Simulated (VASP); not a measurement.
**SiC: single point with PBE**

SiC:

```xyz
4
Lattice="3.0919 0.0000 0.0000 -1.5460 2.6777 0.0000 0.0000 0.0000 5.0743" Properties=species:S:1:pos:R:3 pbc="T T T"
Si    0.0000    1.7851    0.0233
Si    1.5460    0.8926    2.5604
C     0.0000    1.7851    1.9304
C     1.5460    0.8926    4.4675
```

| Item | Value |
| --- | --- |
| Program | VASP 6.6.1 |
| Task | single point |
| Functional | PBE |
| Potentials or basis | VASP PAW PBE potentials, release 64 (Si, C) |
| Cutoff | 520 eV |
| k mesh | 12 × 12 × 8 |
| Occupations | gaussian, width 0.05 eV |
| Spin | no spin polarisation |

The pressure is 0.0 GPa and the band gap on the k mesh is 2.30 eV, indirect (least direct gap 3.94 eV).

Levels at points of the mesh, in eV from the valence-band top:
```csv
k point,band 4,band 5,band 6,band 7,band 8,band 9,band 10,band 11,band 12,band 13
"(0.00, 0.00, 0.00)",-1.31,-1.31,-0.11,0.00,0.00,4.67,6.04,6.57,6.57,7.62
"(0.50, 0.00, 0.00)",-6.25,-5.37,-3.29,-3.24,-1.19,2.75,4.21,6.76,7.07,9.91
"(0.00, 0.00, 0.50)",-4.41,-0.71,-0.71,-0.71,-0.71,5.76,5.76,7.27,7.27,7.27
"(0.50, 0.00, 0.50)",-8.19,-2.42,-2.42,-2.31,-2.31,3.25,3.25,5.19,5.19,10.26
```

Run time: 36 s on 1 thread of Intel(R) Xeon(R) Platinum 8259CL CPU @ 2.50GHz (Skylake/Cascade Lake), on a shared host, peak memory 0.19 GiB.

A k mesh can miss the band edges. Expect the measured gap to be larger: semilocal functionals such as PBE lack the derivative discontinuity.
